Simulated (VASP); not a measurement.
Crystal: In2Sb.

```
In Sb
1.0
     5.37990    0.00000    0.00000
    -2.68995    4.65913    0.00000
     0.00000    0.00000    6.72255
In Sb
4 2
Cartesian
  2.6900 1.5530 1.6806
  0.0000 3.1061 5.0419
  0.0000 0.0000 3.3613
  0.0000 0.0000 0.0000
  2.6900 1.5530 5.0419
  0.0000 3.1061 1.6806
```

Base run:

```yaml
Program: VASP 6.6.1
Functional: r2SCAN
Potentials_or_basis: VASP PAW PBE potentials, release 64 (In_d, Sb)
Cutoff: 520 eV
k_mesh: 12 × 12 × 6
Occupations: methfessel-paxton, width 0.5 eV
Spin: no spin polarisation
```

Its results: pressure -1.0 GPa.

Task: The run is repeated on the same cell with these changes: k mesh from 12 × 12 × 6 to 1 × 1 × 1; occupations from methfessel-paxton, width 0.5 eV to gaussian, width 0.1 eV. What comes out?

Result: Pressure 11.3 GPa.

Caveats: some runs use coarse meshes; the PAW data sets were made with another functional, which shifts forces and pressure a little; so wide a smearing shifts energies and pressures (at least some runs).
